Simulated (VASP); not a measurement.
# SiC: single point with PBEsol

SiC:

```
Si C
1.0
     8.71371    0.00000    0.00000
     0.00000    8.71371    0.00000
     0.00000    0.00000    8.71371
Si C
32 32
Direct
  0.00000 0.00000 0.00000
  0.00000 0.00000 0.50000
  0.00000 0.50000 0.00000
  0.00000 0.50000 0.50000
  0.50000 0.00000 0.00000
  0.50000 0.00000 0.50000
  0.50000 0.50000 0.00000
  0.50000 0.50000 0.50000
  0.25000 0.25000 0.00000
  0.25000 0.25000 0.50000
  0.25000 0.75000 0.00000
  0.25000 0.75000 0.50000
  0.75000 0.25000 0.00000
  0.75000 0.25000 0.50000
  0.75000 0.75000 0.00000
  0.75000 0.75000 0.50000
  0.25000 0.00000 0.25000
  0.25000 0.00000 0.75000
  0.25000 0.50000 0.25000
  0.25000 0.50000 0.75000
  0.75000 0.00000 0.25000
  0.75000 0.00000 0.75000
  0.75000 0.50000 0.25000
  0.75000 0.50000 0.75000
  0.00000 0.25000 0.25000
  0.00000 0.25000 0.75000
  0.00000 0.75000 0.25000
  0.00000 0.75000 0.75000
  0.50000 0.25000 0.25000
  0.50000 0.25000 0.75000
  0.50000 0.75000 0.25000
  0.50000 0.75000 0.75000
  0.12500 0.12500 0.12500
  0.12500 0.12500 0.62500
  0.12500 0.62500 0.12500
  0.12500 0.62500 0.62500
  0.62500 0.12500 0.12500
  0.62500 0.12500 0.62500
  0.62500 0.62500 0.12500
  0.62500 0.62500 0.62500
  0.37500 0.37500 0.12500
  0.37500 0.37500 0.62500
  0.37500 0.87500 0.12500
  0.37500 0.87500 0.62500
  0.87500 0.37500 0.12500
  0.87500 0.37500 0.62500
  0.87500 0.87500 0.12500
  0.87500 0.87500 0.62500
  0.37500 0.12500 0.37500
  0.37500 0.12500 0.87500
  0.37500 0.62500 0.37500
  0.37500 0.62500 0.87500
  0.87500 0.12500 0.37500
  0.87500 0.12500 0.87500
  0.87500 0.62500 0.37500
  0.87500 0.62500 0.87500
  0.12500 0.37500 0.37500
  0.12500 0.37500 0.87500
  0.12500 0.87500 0.37500
  0.12500 0.87500 0.87500
  0.62500 0.37500 0.37500
  0.62500 0.37500 0.87500
  0.62500 0.87500 0.37500
  0.62500 0.87500 0.87500
```

```yaml
Program: VASP 6.6.1
Task: single point
Functional: PBEsol
Potentials_or_basis: VASP PAW PBE potentials, release 64 (Si, C)
Cutoff: 520 eV
k_mesh: 1 × 1 × 1, shifted
Occupations: fermi-dirac, width 0.05 eV
Spin: no spin polarisation
Dipole_correction: no
Further_INCAR_settings: LREAL = Auto; ALGO = Normal; EDIFF = 1e-06; NBANDS = 166; ISYM = 0
```

```json
{
  "Pressure": "0.4 GPa",
  "Band gap on the k mesh": "2.35 eV"
}
```

Levels at points of the mesh, in eV from the valence-band top:
```
           k point  band 126  band 127  band 128  band 129  band 130  band 131
(0.25, 0.25, 0.25)     -0.38      0.00      0.00      2.35      2.35      2.35
```

Wall time 21 min on 1 thread of Intel Xeon 8259CL, with other jobs on the host, peak memory 0.83 GiB.

Caveat: the PAW data sets were made with another functional, which shifts forces and pressure a little; a shifted mesh leaves out Γ, where band edges can lie. A k mesh can miss the band edges.
